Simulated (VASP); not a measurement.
# O (C2/m) in VASP: further runs

O is run at these levels: PBEsol; tasks: single point.

All numbers are computed with VASP 6.6.1; they aren't measurements. Logs are shortened: lines on timing, memory, paths and dates and some standing lists are left out, and cuts for length are marked.

### Step 1. The cell of the first run

The structure is monoclinic, space group C2/m (No. 12). The conventional cell has a = 5.741 Å, b = 3.347 Å, c = 4.392 Å, α = 90.00°, β = 123.29°, γ = 90.00°. Within 1.6 Å of O (site symmetry m) lie 1 O at 1.23 Å.

### Step 2. Single point, PBEsol

Contents of INCAR:

```
PREC     = Accurate       # precision mode
ENCUT    = 520            # plane-wave cutoff, eV
EDIFF    = 1E-7           # SCF threshold, eV
ISMEAR   = -1             # smearing method
SIGMA    = 0.05           # smearing width, eV
LREAL    = False          # projectors in reciprocal space
LASPH    = True           # aspherical terms in the spheres
NELM     = 80             # most SCF steps
ALGO     = Normal         # electronic algorithm
ISIF     = 2              # what is computed and relaxed
LWAVE    = False          # write WAVECAR
LCHARG   = True           # write CHGCAR
GGA      = PS             # functional
LELF     = True           # ELF
LVHAR    = True         
NBANDS   = 13             # bands
```

Contents of KPOINTS:

```
regular mesh
0
Gamma
  10 10 7
```

Contents of POSCAR:

```
O
1.0
    2.8702868662     -1.6734256379      0.0000000000
    2.8702868662      1.6734256379      0.0000000000
   -2.4103494245      0.0000000000      3.6712035365
O
2
Direct
    0.9745461700      0.9745461700      0.8444259800
    0.0254538300      0.0254538300      0.1555740200
```

Potentials or basis: VASP PAW PBE potentials, release 64 (O).

Run with:

```
> cat potpaw_PBE.64/O/POTCAR > POTCAR
> mpirun -np 1 vasp_std > vasp.out
```

OUTCAR:

```text
PREC = Accurate
   ENCUT = 520
   EDIFF = 1E-7
   ISMEAR = -1
   LREAL = False
   LASPH = True
   NELM = 80
   ISIF = 2
   GGA = PS

 ion  position               nearest neighbor table
   1  0.975  0.975  0.844-   2 1.23
   2  0.025  0.025  0.156-   1 1.23

  LATTYP: Found a base centered monoclinic cell.
 ALAT       =     5.7405737324
 B/A-ratio  =     0.5830168607
 C/A-ratio  =     0.7650377976
 COS(beta)  =    -0.5488350190

  Lattice vectors:

 A1 = (   2.8702868662,  -1.6734256379,   0.0000000000)
 A2 = (   2.8702868662,   1.6734256379,   0.0000000000)
 A3 = (  -2.4103494245,   0.0000000000,   3.6712035365)

Analysis of symmetry for initial positions (statically):
=====================================================================
 Subroutine PRICEL returns:
 Original cell was already a primitive cell.

 Routine SETGRP: Setting up the symmetry group for a
 base centered monoclinic supercell.

 Subroutine GETGRP returns: Found  4 space group operations
 (whereof  4 operations were pure point group operations)
 out of a pool of  4 trial point group operations.

The static configuration has the point symmetry C_2h.

Analysis of symmetry for dynamics (positions and initial velocities):
=====================================================================
 Subroutine PRICEL returns:
 Original cell was already a primitive cell.

 Routine SETGRP: Setting up the symmetry group for a
 base centered monoclinic supercell.

 Subroutine GETGRP returns: Found  4 space group operations
 (whereof  4 operations were pure point group operations)
 out of a pool of  4 trial point group operations.

The dynamic configuration has the point symmetry C_2h.

 Subroutine INISYM returns: Found  4 space group operations
 (whereof  4 operations are pure point group operations),
 and found     1 'primitive' translations

----------------------------------------------------------------------------------------

                                     Primitive cell

  volume of cell :      35.2671

  direct lattice vectors                    reciprocal lattice vectors
     2.870286866 -1.673425638  0.000000000     0.174198616 -0.298788299  0.114371086
     2.870286866  1.673425638  0.000000000     0.174198616  0.298788299  0.114371086
    -2.410349425  0.000000000  3.671203537     0.000000000  0.000000000  0.272390237

  length of vectors
     3.322484020  3.322484020  4.391755885     0.364280593  0.364280593  0.272390237

  position of ions in fractional coordinates (direct lattice)
     0.974546170  0.974546170  0.844425980
     0.025453830  0.025453830  0.155574020

  ion indices of the primitive-cell ions
   primitive index   ion index
                 1           1
                 2           2

----------------------------------------------------------------------------------------

 KPOINTS: regular mesh

Automatic generation of k-mesh.
 Grid dimensions read from file:
 generate k-points for:   10   10    7

 Generating k-lattice:

  Cartesian coordinates                     Fractional coordinates (reciprocal lattice)
     0.017419862 -0.029878830  0.011437109     0.100000000 -0.000000000  0.000000000
     0.017419862  0.029878830  0.011437109    -0.000000000  0.100000000  0.000000000
     0.000000000  0.000000000  0.038912891     0.000000000  0.000000000  0.142857143

  Length of vectors
     0.036428059  0.036428059  0.038912891

  Shift w.r.t. Gamma in fractional coordinates (k-lattice)
     0.000000000  0.000000000  0.000000000

 Subroutine IBZKPT returns following result:
 ===========================================

 Found    196 irreducible k-points:

 Following reciprocal coordinates:
            Coordinates               Weight
  0.000000  0.000000  0.000000      1.000000
  0.100000 -0.000000  0.000000      4.000000
  0.200000 -0.000000  0.000000      4.000000
  0.300000  0.000000  0.000000      4.000000
  0.400000  0.000000  0.000000      4.000000
  0.500000  0.000000  0.000000      2.000000
[... 16 lines left out ...]
  0.300000  0.300000  0.000000      2.000000
  0.400000  0.300000  0.000000      4.000000
 [... further k-points ...]
   k-points           NKPTS =    196   k-points in BZ     NKDIM =    196   number of bands    NBANDS=     13
   number of dos      NEDOS =    301   number of ions     NIONS =      2
   total plane-waves  NPLWV =  28224
   dimension x,y,z NGX =    28 NGY =   28 NGZ =   36
   dimension x,y,z NGXF=    56 NGYF=   56 NGZF=   72
   ions per type =               2
   NGX,Y,Z   is equivalent  to a cutoff of  14.01, 14.01, 13.63 a.u.
   NGXF,Y,Z  is equivalent  to a cutoff of  28.02, 28.02, 27.25 a.u.
 SYSTEM =  unknown system
   PREC   = accura    normal or accurate (medium, high low for compatibility)
   ISTART =      0    job   : 0-new  1-cont  2-samecut
   ICHARG =      2    charge: 1-file 2-atom 10-const
   ISPIN  =      1    spin polarized calculation?
   LNONCOLLINEAR =      F non collinear calculations
   LSORBIT =      F    spin-orbit coupling
   LASPH  =      T    aspherical Exc in radial PAW
   ENCUT  =  520.0 eV  38.22 Ry    6.18 a.u.   6.18  6.18  8.17*2*pi/ulx,y,z
   NELM   =     80;   NELMIN=  2; NELMDL= -5     # of ELM steps
   EDIFF  = 0.1E-06   stopping-criterion for ELM
   LREAL  =      F    real-space projection
   EDIFFG = 0.1E-05   stopping-criterion for IOM
   NSW    =      0    number of steps for IOM
   IBRION =     -1    ionic relax: 0-MD 1-quasi-New 2-CG
   NFREE  =      0    steps in history (QN), initial steepest desc. (CG)
   ISIF   =      2    stress and relaxation
   ISYM   =      2    0-nonsym 1-usesym 2-fastsym
   POTIM  = 0.5000    time-step for ionic-motion
   TEBEG  =    0.0;   TEEND  =   0.0 temperature during run
   PSTRESS=    0.0 pullay stress
   NELECT =      12.0000    total number of electrons
   NUPDOWN=      -1.0000    fix difference up-down
   EMIN   =  10.00;   EMAX   =-10.00  energy-range for DOS
   EFERMI =   0.00;   METHOD = LEGACY
   ISMEAR =    -1;   SIGMA  =   0.05  broadening in eV -4-tet -1-fermi 0-gaus
   EFERMI_NEDOS =   21; number of points for ismear=-14 and -15
   IALGO  =     38    algorithm
   IMIX   =      4    mixing-type and parameters
     AMIX     =   0.40;   BMIX     =  1.00
     AMIX_MAG =   1.60;   BMIX_MAG =  1.00
  volume/ion in A,a.u.               =      17.63       119.00
  Fermi-wavevector in a.u.,A,eV,Ry     =   1.142910  2.159786 17.772504  1.306242
  Thomas-Fermi vector in A             =   2.279606
   LORBIT       =      0    0 simple, 1 ext, 2 COOP (PROOUT), +10 PAW based schemes
   GGA     = PS    functional components
   LHFCALC =     F    Hartree Fock is set to
   AEXX    =    0.0000 exact exchange contribution
   IVDW    =     0    specifies the selected vdW correction
   LEPSILON=     F    determine dielectric tensor
   LRPA    =     F    only Hartree local field effects (RPA)
 non-spin polarized calculation
  energy-cutoff  :      520.00
  volume of cell :       35.27
 maximum number of plane-waves:       967
 NGX is ok and might be reduce to    28
   NGX = 13   NGY = 13   NGZ = 17

 number of electron      12.0000003 magnetization

 Free energy of the ion-electron system (eV)
  ---------------------------------------------------
  ext. energy  EPLUGINS =         0.00000000
  ---------------------------------------------------
  free energy    TOTEN  =        -9.49146207 eV

  energy without entropy =       -9.43695898  energy(sigma->0) =       -9.46421052

 E-fermi :  -1.9769     XC(G=0):  -7.4380

 val. band max:       -1.9784200047   @ k =   0.4000   0.3000   0.0000
 cond. band min:      -1.9758995229   @ k =  -0.1000  -0.3000   0.1429
 fundamental gap:      0.0025204818
 Fermi energy:        -1.9768954133

 k-point     1 :       0.0000    0.0000    0.0000
  band No.  band energies     occupation
      1     -28.2274      2.00000
      2     -15.6555      2.00000
      3      -9.6731      2.00000
      4      -8.1501      2.00000
      5      -8.1147      2.00000
      6      -2.0692      1.72714
      7      -1.7991      0.05550
      8       4.6639      0.00000
      9       8.1998      0.00000
     10      12.1674      0.00000
     11      13.3265      0.00000
     12      15.9803      0.00000
     13      16.9881      0.00000

 k-point     2 :       0.1000   -0.0000    0.0000
  band No.  band energies     occupation
      1     -28.2173      2.00000
      2     -15.6587      2.00000
      3      -9.6552      2.00000
      4      -8.2229      2.00000
      5      -8.1364      2.00000
      6      -2.0550      1.65358
      7      -1.8357      0.11215
      8       4.8771      0.00000
      9       8.1885      0.00000
     10      11.8943      0.00000
     11      13.7529      0.00000
     12      15.1673      0.00000
     13      16.6941      0.00000

 k-point     3 :       0.2000   -0.0000    0.0000
  band No.  band energies     occupation
      1     -28.1910      2.00000
      2     -15.6667      2.00000
      3      -9.6029      2.00000
      4      -8.4319      2.00000
      5      -8.1753      2.00000
      6      -2.0418      1.57108
      7      -1.9079      0.40235
      8       5.4715      0.00000
      9       8.1612      0.00000
     10      11.6241      0.00000
     11      13.1870      0.00000
     12      15.1129      0.00000
     13      15.6818      0.00000

 k-point     4 :       0.3000    0.0000    0.0000
  band No.  band energies     occupation
      1     -28.1582      2.00000
      2     -15.6760      2.00000
      3      -9.5169      2.00000
      4      -8.7060      2.00000
      5      -8.2206      2.00000
      6      -2.1167      1.88488
      7      -1.9041      0.37845
      8       6.3246      0.00000
      9       8.1391      0.00000
     10      11.3090      0.00000
     11      12.0697      0.00000
     12      14.5453      0.00000
     13      15.9974      0.00000

 k-point     5 :       0.4000    0.0000    0.0000
  band No.  band energies     occupation
      1     -28.1317      2.00000
      2     -15.6831      2.00000
      3      -9.3907      2.00000
      4      -8.9795      2.00000
      5      -8.2568      2.00000
      6      -2.2082      1.98059
      7      -1.8673      0.20113
      8       7.2279      0.00000
      9       8.2065      0.00000
     10      10.1011      0.00000
     11      12.3057      0.00000
     12      13.6836      0.00000
     13      16.5336      0.00000
[... 257 lines left out ...]
 k-point    22 :      -0.2000    0.2000    0.0000
  band No.  band energies     occupation
      1     -28.1460      2.00000
      2     -15.6588      2.00000
      3      -9.5060      2.00000
      4      -8.6366      2.00000
      5      -8.4089      2.00000
      6      -2.1615      1.95137
      7      -1.9730      0.96119
      8       6.5894      0.00000
      9       8.0596      0.00000
     10      11.4300      0.00000
     11      12.8784      0.00000
     12      14.0231      0.00000
     13      14.7743      0.00000

 k-point    23 :       0.3000    0.3000    0.0000
  band No.  band energies     occupation
      1     -28.1436      2.00000
      2     -15.7960      2.00000
      3      -9.4533      2.00000
      4      -8.5717      2.00000
      5      -8.3688      2.00000
      6      -1.9790      1.02128
      7      -1.6850      0.00582
      8       6.5586      0.00000
      9       8.1256      0.00000
     10       9.6096      0.00000
     11      12.2152      0.00000
     12      13.8846      0.00000
     13      15.8939      0.00000

 k-point    24 :       0.4000    0.3000    0.0000
  band No.  band energies     occupation
      1     -28.1236      2.00000
      2     -15.8133      2.00000
      3      -9.3588      2.00000
      4      -8.7194      2.00000
      5      -8.4371      2.00000
      6      -1.9784      1.01524
      7      -1.7028      0.00829
      8       7.0775      0.00000
      9       8.2241      0.00000
     10       9.6397      0.00000
     11      11.3159      0.00000
     12      13.3805      0.00000
     13      15.8520      0.00000

 [... further k-points ...]
[... 5 lines left out ...]
  --------------------------------------------------------------------------------------
  -------------------------------------------------------------------------------------
  Total       -0.1670377     -0.8187940     -0.8077479      0.0000000      0.0000000      0.2412155
  in kB       -7.5884824    -37.1976134    -36.6957880      0.0000000      0.0000000     10.9583614
  external PRESSURE =     -27.1606279 kB  Pullay stress =       0.0000000 kB

 VOLUME and BASIS-vectors are now :
 -----------------------------------------------------------------------------
  energy-cutoff  :      520.00
  volume of cell :       35.27
      direct lattice vectors                 reciprocal lattice vectors
     2.870286866 -1.673425638  0.000000000     0.174198616 -0.298788299  0.114371086
     2.870286866  1.673425638  0.000000000     0.174198616  0.298788299  0.114371086
    -2.410349425  0.000000000  3.671203537     0.000000000  0.000000000  0.272390237

 POSITION                                       TOTAL-FORCE (eV/Angst)
 -----------------------------------------------------------------------------------
      3.55909      0.00000      3.10006        -0.213376      0.000000      0.128969
     -0.22887      0.00000      0.57114         0.213376      0.000000     -0.128969
 -----------------------------------------------------------------------------------
    total drift:                                0.000000      0.000000      0.000000

  FREE ENERGIE OF THE ION-ELECTRON SYSTEM (eV)
  ---------------------------------------------------
  free  energy   TOTEN  =        -9.4914620705 eV

  energy  without entropy=       -9.4369589777  energy(sigma->0) =       -9.46421052
```

Wall time 2.1 min (1 thread of Intel Xeon 8259CL, shared host); peak memory 0.21 GiB.

Results:

- Free energy: -9.4915 eV
- Pressure: -2.7 GPa
- Largest force: 0.249 eV/Å
- Band gap on the k mesh: zero (bands 6 and 7 overlap by 0.26 eV)

Forces on the atoms (eV/Å):
```
O   -0.213  0.000  0.129
O    0.213  0.000 -0.129
```

Levels at points of the mesh, in eV from the Fermi level:
| k point | band 2 | band 3 | band 4 | band 5 | band 6 | band 7 | band 8 | band 9 | band 10 | band 11 |
| --- | --- | --- | --- | --- | --- | --- | --- | --- | --- | --- |
| (0.00, 0.00, 0.00) | -13.68 | -7.70 | -6.17 | -6.14 | -0.09 | 0.18 | 6.64 | 10.18 | 14.14 | 15.30 |
| (0.50, 0.00, 0.00) | -13.71 | -7.25 | -7.22 | -6.29 | -0.27 | 0.13 | 9.61 | 10.56 | 11.17 | 14.78 |
| (0.50, 0.50, 0.00) | -13.89 | -7.16 | -7.01 | -6.50 | -0.01 | 0.36 | 9.51 | 10.58 | 11.47 | 12.26 |

Caveat: the standard files for N, O and F lose accuracy on very short bonds; spin is off for a triplet molecule; this functional lacks dispersion, which holds the molecules together, so the pressure and a relaxed volume are unreliable; the PAW data sets were made with another functional, which shifts forces and pressure a little.

### Step 3. Single point, PBEsol

This run uses another cell than the first one, of 17.98 Å³/atom.

Contents of INCAR:

```
PREC = Accurate
ENCUT = 520
EDIFF = 1E-7
ISMEAR = -1
SIGMA = 0.05
LREAL = F
LASPH = T
NELM = 100
ALGO = Normal
ISIF = 2
LWAVE = F
LCHARG = F
GGA = PS
NBANDS = 13
```

KPOINTS is that of step 2.

Contents of POSCAR:

```
O
1.0
    2.8889256149     -1.6842923427      0.0000000000
    2.8889256149      1.6842923427      0.0000000000
   -2.4260014827      0.0000000000      3.6950431885
O
2
Direct
    0.9745461700      0.9745461700      0.8444259800
    0.0254538300      0.0254538300      0.1555740200
```

Potentials or basis: VASP PAW PBE potentials, release 64 (O).

Run with:

```
> cat potpaw_PBE.64/O/POTCAR > POTCAR
> mpirun -np 1 vasp_std > vasp.out
```

It took 2 min on 1 thread of Intel Xeon 8259CL, shared host; peak memory 0.21 GiB.

Results (log left out):

| Item | Value |
| --- | --- |
| Free energy | -9.4790 eV |
| Pressure | -3.7 GPa |
| Largest force | 0.770 eV/Å |
| Band gap on the k mesh | zero (bands 6 and 7 overlap by 0.25 eV) |

Forces in eV/Å, atoms in the order of the input:
```
O   -0.415  0.000  0.649
O    0.415  0.000 -0.649
```

Stress tensor (GPa, compression positive):
```
-1.19  0.00  2.10
 0.00 -3.56  0.00
 2.10  0.00 -6.22
```

Levels at points of the mesh, in eV from the Fermi level:
```csv
k point,band 3,band 4,band 5,band 6,band 7,band 8,band 9,band 10
"(0.00, 0.00, 0.00)",-7.59,-6.05,-6.02,-0.09,0.17,6.63,9.94,14.10
"(0.50, 0.00, 0.00)",-7.14,-7.10,-6.17,-0.26,0.12,9.47,10.45,11.14
"(0.50, 0.50, 0.00)",-7.01,-6.94,-6.38,-0.01,0.34,9.31,10.59,11.45
```

Caveat: the standard files for N, O and F lose accuracy on very short bonds; spin is off for a triplet molecule; the cell stands under tension; this functional lacks dispersion, which holds the molecules together, so the pressure and a relaxed volume are unreliable; the PAW data sets were made with another functional, which shifts forces and pressure a little.

### Step 4. Single point, PBEsol

This run uses another cell than the first one, of 18.33 Å³/atom.

Contents of INCAR:

```
ALGO = Normal
EDIFF = 1E-6
ENCUT = 520
GGA = PS
ISIF = 2
ISMEAR = -1
LASPH = True
LCHARG = False
LREAL = False
LWAVE = False
NBANDS = 13
NELM = 60
PREC = Accurate
SIGMA = 0.05
```

Contents of KPOINTS:

```
k-points
0
Gamma
  10 10 7
```

Contents of POSCAR:

```
O
1.0
    2.9073269111     -1.6950206086      0.0000000000
    2.9073269111      1.6950206086      0.0000000000
   -2.4414541381      0.0000000000      3.7185791300
O
2
Direct
    0.9745461700      0.9745461700      0.8444259800
    0.0254538300      0.0254538300      0.1555740200
```

Run with:

```
> cat potpaw_PBE.64/O/POTCAR > POTCAR
> mpirun -np 1 vasp_std > vasp.out
```

Run time: 1.7 min. Hardware: 1 thread of Intel Xeon 8259CL, shared host; peak memory 0.21 GiB.

The run converged. Its results:

* Free energy: -9.4626 eV
* Pressure: -4.5 GPa
* Largest force: 1.283 eV/Å
* Band gap on the k mesh: zero (bands 6 and 7 overlap by 0.24 eV)

Forces in eV/Å, atoms in the order of the input:
```
O   -0.602  0.000  1.133
O    0.602  0.000 -1.133
```

Stress tensor (GPa, compression positive):
```
-1.58  0.00  3.01
 0.00 -3.40  0.00
 3.01  0.00 -8.51
```

Levels at points of the mesh, in eV from the Fermi level:
```csv
k point,band 2,band 3,band 4,band 5,band 6,band 7,band 8,band 9,band 10,band 11
"(0.00, 0.00, 0.00)",-13.70,-7.49,-5.94,-5.91,-0.09,0.16,6.61,9.71,14.05,15.16
"(0.50, 0.00, 0.00)",-13.73,-7.06,-6.95,-6.05,-0.25,0.12,9.32,10.36,11.10,14.66
"(0.50, 0.50, 0.00)",-13.89,-6.87,-6.87,-6.25,-0.01,0.33,9.11,10.60,11.43,12.12
```

Caveat: the standard files for N, O and F lose accuracy on very short bonds; spin is off for a triplet molecule; the cell stands under tension; this functional lacks dispersion, which holds the molecules together, so the pressure and a relaxed volume are unreliable; the PAW data sets were made with another functional, which shifts forces and pressure a little.

### Step 5. Summary

| cell | gap on the mesh (eV) | pressure (GPa) | largest force (eV/Å) |
| --- | --- | --- | --- |
| a = 3.322, b = 3.322, c = 4.392 Å, angles 118.3, 118.3, 60.5°, 2 atoms | none | -2.7 | 0.25 |
| a = 3.344, b = 3.344, c = 4.420 Å, angles 118.3, 118.3, 60.5°, 2 atoms | none | -3.7 | 0.77 |
| a = 3.365, b = 3.365, c = 4.448 Å, angles 118.3, 118.3, 60.5°, 2 atoms | none | -4.5 | 1.28 |

Alike in all rows: task single point; level PBEsol; potentials or basis VASP PAW PBE potentials, release 64 (O); no spin polarisation; k mesh 10 × 10 × 7; cutoff (eV) 520; smearing fermi-dirac 0.05 eV.

Caveats: the standard files for N, O and F lose accuracy on very short bonds; spin is off for a triplet molecule; this functional lacks dispersion, which holds the molecules together, so the pressure and a relaxed volume are unreliable; the PAW data sets were made with another functional, which shifts forces and pressure a little; the cell stands under tension (at least some runs).

Absolute energies hang on the potentials; compare differences alone.
